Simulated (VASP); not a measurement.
A run of VASP 6.6.1 is set up as follows.

Contents of INCAR:

```
ALGO     = Fast           # electronic algorithm
EDIFF    = 1E-7           # SCF threshold, eV
ENCUT    = 520            # plane-wave cutoff, eV
GGA      = CA             # functional
ISIF     = 2              # what is computed and relaxed
ISMEAR   = 0              # smearing method
LASPH    = T              # aspherical terms in the spheres
LCHARG   = T              # write CHGCAR
LELF     = T              # ELF
LREAL    = F              # projectors in reciprocal space
LVHAR    = T            
LWAVE    = F              # write WAVECAR
NBANDS   = 14             # bands
NELM     = 100            # most SCF steps
PREC     = Accurate       # precision mode
SIGMA    = 0.15           # smearing width, eV
```

KPOINTS

```
k-points
0
Gamma
  22 22 22
```

File POSCAR:

```
Rh
1.0
    0.0000000000      2.2081823577      1.5009015485
    2.2081823577      0.0000000000      1.5009015485
    2.2081823577      2.2081823577      0.0000000000
Rh
1
Direct
    0.0000000000      0.0000000000      0.0000000000
```

Potentials or basis: VASP PAW LDA potentials, release 64 (Rh_pv).

Launch:

```sh
$ cat potpaw_LDA.64/Rh_pv/POTCAR > POTCAR
$ mpirun -np 1 vasp_std > vasp.out
```

Problem. Predict the band gap on the k mesh.

Solution. Zero (an odd number of electrons rules out a gap without spin polarisation).

Problem. What does it give for the pressure?

Solution. -17.4 GPa.

Stress tensor (GPa, compression positive):
```
-14.05   0.00   0.00
  0.00 -14.05   0.00
  0.00   0.00 -24.19
```

Caveat: the stress differs along the axes, from -24 to -14 GPa.
